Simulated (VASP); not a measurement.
# BeS (F-43m) in VASP: further runs, part 2 of 2

VASP 6.6.1. The steps go on from the part before.

## 4. Single point, PBE

This run uses another cell than the first one, of 14.26 Å³/atom, 1.064 times its volume.

File INCAR:

```
PREC = Accurate
ENCUT = 520
EDIFF = 1E-6
ISMEAR = 0
SIGMA = 0.05
LREAL = F
LASPH = T
NELM = 60
ALGO = Normal
ISIF = 2
LWAVE = F
LCHARG = F
GGA = PE
NELECT = 8.1
NBANDS = 11
```

File KPOINTS:

```
regular mesh
0
Gamma
  10 10 10
```

File POSCAR:

```
BeS
1.0
    0.0000000000      2.4250000000      2.4250000000
    2.4250000000      0.0000000000      2.4250000000
    2.4250000000      2.4250000000      0.0000000000
Be S
1 1
Direct
    0.0000000000      0.0000000000      0.0000000000
    0.2500000000      0.2500000000      0.2500000000
```

Potentials or basis: VASP PAW PBE potentials, release 64 (Be, S).

Command:

```
$ cat potpaw_PBE.64/Be/POTCAR potpaw_PBE.64/S/POTCAR > POTCAR
$ mpirun -np 1 vasp_std > vasp.out
```

OUTCAR:

```text
PREC = Accurate
   ENCUT = 520
   EDIFF = 1E-6
   ISMEAR = 0
   LREAL = F
   LASPH = T
   NELM = 60
   ISIF = 2
   GGA = PE
   NELECT = 8.1

 ion  position               nearest neighbor table
   1  0.000  0.000  0.000-   2 2.10   2 2.10   2 2.10   2 2.10
   2  0.250  0.250  0.250-   1 2.10   1 2.10   1 2.10   1 2.10

  LATTYP: Found a face centered cubic cell.
 ALAT       =     4.8500000000

  Lattice vectors:

 A1 = (   0.0000000000,   2.4250000000,   2.4250000000)
 A2 = (   2.4250000000,   0.0000000000,   2.4250000000)
 A3 = (   2.4250000000,   2.4250000000,   0.0000000000)

Analysis of symmetry for initial positions (statically):
=====================================================================
 Subroutine PRICEL returns:
 Original cell was already a primitive cell.

 Routine SETGRP: Setting up the symmetry group for a
 face centered cubic supercell.

 Subroutine GETGRP returns: Found 24 space group operations
 (whereof 24 operations were pure point group operations)
 out of a pool of 48 trial point group operations.

The static configuration has the point symmetry T_d .

Analysis of symmetry for dynamics (positions and initial velocities):
=====================================================================
 Subroutine PRICEL returns:
 Original cell was already a primitive cell.

 Routine SETGRP: Setting up the symmetry group for a
 face centered cubic supercell.

 Subroutine GETGRP returns: Found 24 space group operations
 (whereof 24 operations were pure point group operations)
 out of a pool of 48 trial point group operations.

The dynamic configuration has the point symmetry T_d .

 Subroutine INISYM returns: Found 24 space group operations
 (whereof 24 operations are pure point group operations),
 and found     1 'primitive' translations

----------------------------------------------------------------------------------------

                                     Primitive cell

  volume of cell :      28.5210

  direct lattice vectors                    reciprocal lattice vectors
     0.000000000  2.425000000  2.425000000    -0.206185567  0.206185567  0.206185567
     2.425000000  0.000000000  2.425000000     0.206185567 -0.206185567  0.206185567
     2.425000000  2.425000000  0.000000000     0.206185567  0.206185567 -0.206185567

  length of vectors
     3.429467889  3.429467889  3.429467889     0.357123878  0.357123878  0.357123878

  position of ions in fractional coordinates (direct lattice)
     0.000000000  0.000000000  0.000000000
     0.250000000  0.250000000  0.250000000

  ion indices of the primitive-cell ions
   primitive index   ion index
                 1           1
                 2           2

----------------------------------------------------------------------------------------

 KPOINTS: regular mesh

Automatic generation of k-mesh.
 Grid dimensions read from file:
 generate k-points for:   10   10   10

 Generating k-lattice:

  Cartesian coordinates                     Fractional coordinates (reciprocal lattice)
    -0.020618557  0.020618557  0.020618557     0.100000000  0.000000000  0.000000000
     0.020618557 -0.020618557  0.020618557     0.000000000  0.100000000  0.000000000
     0.020618557  0.020618557 -0.020618557     0.000000000  0.000000000  0.100000000

  Length of vectors
     0.035712388  0.035712388  0.035712388

  Shift w.r.t. Gamma in fractional coordinates (k-lattice)
     0.000000000  0.000000000  0.000000000

 Subroutine IBZKPT returns following result:
 ===========================================

 Found     47 irreducible k-points:

 Following reciprocal coordinates:
            Coordinates               Weight
  0.000000  0.000000  0.000000      1.000000
  0.100000  0.000000  0.000000      8.000000
  0.200000  0.000000  0.000000      8.000000
  0.300000  0.000000  0.000000      8.000000
  0.400000  0.000000  0.000000      8.000000
  0.500000  0.000000  0.000000      4.000000
[... 16 lines left out ...]
  0.300000  0.300000  0.000000      6.000000
  0.400000  0.300000  0.000000     24.000000
 [... further k-points ...]
   k-points           NKPTS =     47   k-points in BZ     NKDIM =     47   number of bands    NBANDS=     11
   number of dos      NEDOS =    301   number of ions     NIONS =      2
   total plane-waves  NPLWV =  21952
   dimension x,y,z NGX =    28 NGY =   28 NGZ =   28
   dimension x,y,z NGXF=    56 NGYF=   56 NGZF=   56
   ions per type =               1   1
   NGX,Y,Z   is equivalent  to a cutoff of  13.57, 13.57, 13.57 a.u.
   NGXF,Y,Z  is equivalent  to a cutoff of  27.15, 27.15, 27.15 a.u.
 SYSTEM =  unknown system
   PREC   = accura    normal or accurate (medium, high low for compatibility)
   ISTART =      0    job   : 0-new  1-cont  2-samecut
   ICHARG =      2    charge: 1-file 2-atom 10-const
   ISPIN  =      1    spin polarized calculation?
   LNONCOLLINEAR =      F non collinear calculations
   LSORBIT =      F    spin-orbit coupling
   LASPH  =      T    aspherical Exc in radial PAW
   ENCUT  =  520.0 eV  38.22 Ry    6.18 a.u.   6.38  6.38  6.38*2*pi/ulx,y,z
   NELM   =     60;   NELMIN=  2; NELMDL= -5     # of ELM steps
   EDIFF  = 0.1E-05   stopping-criterion for ELM
   LREAL  =      F    real-space projection
   EDIFFG = 0.1E-04   stopping-criterion for IOM
   NSW    =      0    number of steps for IOM
   IBRION =     -1    ionic relax: 0-MD 1-quasi-New 2-CG
   NFREE  =      0    steps in history (QN), initial steepest desc. (CG)
   ISIF   =      2    stress and relaxation
   ISYM   =      2    0-nonsym 1-usesym 2-fastsym
   POTIM  = 0.5000    time-step for ionic-motion
   TEBEG  =    0.0;   TEEND  =   0.0 temperature during run
   PSTRESS=    0.0 pullay stress
   NELECT =       8.1000    total number of electrons
   NUPDOWN=      -1.0000    fix difference up-down
   EMIN   =  10.00;   EMAX   =-10.00  energy-range for DOS
   EFERMI =   0.00;   METHOD = LEGACY
   ISMEAR =     0;   SIGMA  =   0.05  broadening in eV -4-tet -1-fermi 0-gaus
   EFERMI_NEDOS =   21; number of points for ismear=-14 and -15
   IALGO  =     38    algorithm
   IMIX   =      4    mixing-type and parameters
     AMIX     =   0.40;   BMIX     =  1.00
     AMIX_MAG =   1.60;   BMIX_MAG =  1.00
  volume/ion in A,a.u.               =      14.26        96.23
  Fermi-wavevector in a.u.,A,eV,Ry     =   1.076089  2.033513 15.755098  1.157967
  Thomas-Fermi vector in A             =   2.211963
   LORBIT       =      0    0 simple, 1 ext, 2 COOP (PROOUT), +10 PAW based schemes
   GGA     = PE    functional components
   LHFCALC =     F    Hartree Fock is set to
   AEXX    =    0.0000 exact exchange contribution
   IVDW    =     0    specifies the selected vdW correction
   LEPSILON=     F    determine dielectric tensor
   LRPA    =     F    only Hartree local field effects (RPA)
 non-spin polarized calculation
 Gauss-broadening in eV      SIGMA  =   0.05
  energy-cutoff  :      520.00
  volume of cell :       28.52
 maximum number of plane-waves:       785
 NGX is ok and might be reduce to    28
   NGX = 13   NGY = 13   NGZ = 13

 number of electron       8.0999999 magnetization

 Free energy of the ion-electron system (eV)
  ---------------------------------------------------
  ext. energy  EPLUGINS =         0.00000000
  ---------------------------------------------------
  free energy    TOTEN  =        -9.23518046 eV

  energy without entropy =       -9.23460626  energy(sigma->0) =       -9.23489336

 E-fermi :   8.0995     XC(G=0):  -9.8280

 val. band max:        7.9911102094   @ k =  -0.4000   0.5000   0.1000
 cond. band min:       8.1346638367   @ k =   0.4000   0.3000   0.0000
 fundamental gap:      0.1435536273
 Fermi energy:         8.0994524134

 k-point     1 :       0.0000    0.0000    0.0000
  band No.  band energies     occupation
      1      -9.5805      2.00000
      2       4.1228      2.00000
      3       4.1228      2.00000
      4       4.1228      2.00000
      5       9.7849      0.00000
      6       9.7849      0.00000
      7       9.7849      0.00000
      8       9.9404      0.00000
      9      16.9316      0.00000
     10      16.9316      0.00000
     11      18.9564      0.00000
[... 309 lines left out ...]
 k-point    24 :       0.4000    0.3000    0.0000
  band No.  band energies     occupation
      1      -7.9807      2.00000
      2      -0.0497      2.00000
      3       1.6677      2.00000
      4       1.9296      2.00000
      5       8.1347      0.31928
      6       9.9474      0.00000
      7      14.2643      0.00000
      8      14.3874      0.00000
      9      17.8630      0.00000
     10      19.4832      0.00000
     11      20.9194      0.00000

 [... further k-points ...]
[... 5 lines left out ...]
  --------------------------------------------------------------------------------------
  -------------------------------------------------------------------------------------
  Total        1.1509510      1.1509510      1.1509510      0.0000000     -0.0000000      0.0000000
  in kB       64.6550102     64.6550102     64.6550102      0.0000000     -0.0000000      0.0000000
  external PRESSURE =      64.6550102 kB  Pullay stress =       0.0000000 kB

 VOLUME and BASIS-vectors are now :
 -----------------------------------------------------------------------------
  energy-cutoff  :      520.00
  volume of cell :       28.52
      direct lattice vectors                 reciprocal lattice vectors
     0.000000000  2.425000000  2.425000000    -0.206185567  0.206185567  0.206185567
     2.425000000  0.000000000  2.425000000     0.206185567 -0.206185567  0.206185567
     2.425000000  2.425000000  0.000000000     0.206185567  0.206185567 -0.206185567

 POSITION                                       TOTAL-FORCE (eV/Angst)
 -----------------------------------------------------------------------------------
      0.00000      0.00000      0.00000        -0.000000     -0.000000     -0.000000
      1.21250      1.21250      1.21250         0.000000      0.000000      0.000000
 -----------------------------------------------------------------------------------
    total drift:                                0.000000      0.000000      0.000000

  FREE ENERGIE OF THE ION-ELECTRON SYSTEM (eV)
  ---------------------------------------------------
  free  energy   TOTEN  =        -9.2351804643 eV

  energy  without entropy=       -9.2346062641  energy(sigma->0) =       -9.23489336
```

OSZICAR:

```text
N       E                     dE             d eps       ncg     rms          rms(c)
DAV:   1     0.230779799061E+02    0.23078E+02   -0.38308E+03  1034   0.625E+02
DAV:   2    -0.809515861874E+01   -0.31173E+02   -0.29815E+02  1329   0.120E+02
DAV:   3    -0.943134315314E+01   -0.13362E+01   -0.13322E+01  1332   0.245E+01
DAV:   4    -0.944061592329E+01   -0.92728E-02   -0.92705E-02  1244   0.233E+00
DAV:   5    -0.944068800321E+01   -0.72080E-04   -0.72079E-04  1350   0.206E-01    0.620E+00
DAV:   6    -0.927790761338E+01    0.16278E+00   -0.14593E-01  1203   0.181E+00    0.417E+00
DAV:   7    -0.923404149842E+01    0.43866E-01   -0.10946E-01  1308   0.176E+00    0.103E+00
DAV:   8    -0.923515729825E+01   -0.11158E-02   -0.48248E-03  1371   0.389E-01    0.164E-01
DAV:   9    -0.923516221127E+01   -0.49130E-05   -0.74820E-04  1193   0.155E-01    0.301E-02
DAV:  10    -0.923517832900E+01   -0.16118E-04   -0.12623E-04  1298   0.558E-02    0.112E-02
DAV:  11    -0.923518086990E+01   -0.25409E-05   -0.12398E-05  1203   0.206E-02    0.360E-03
DAV:  12    -0.923518046428E+01    0.40561E-06   -0.22297E-06  1010   0.717E-03
   1 F= -.92351805E+01 E0= -.92348934E+01  d E =-.574200E-03
```

stdout:

```text
POSCAR found type information on POSCAR BeS
 POSCAR found :  2 types and       2 ions
 scaLAPACK will be used
 LDA part: xc-table for (Slater+PW92), standard interpolation
 POSCAR, INCAR and KPOINTS ok, starting setup
 FFT: planning ... GRIDC
 FFT: planning ... GRID_SOFT
 FFT: planning ... GRID
 WAVECAR not read
 entering main loop
 the old and the new charge density differ
 old charge density:     8.00000 new    8.10000
    0.620E+00
```

Run time: 12 s. Hardware: 1 thread of Intel Xeon 6975P-C, shared host; peak memory 0.15 GiB.

What came out:

```yaml
Free_energy: -9.2352 eV
```

Caveat: the cell carries a net charge on a neutralising background, which shifts energy and pressure; the cell is charged against a uniform background, so pressure and absolute levels hang on convention.
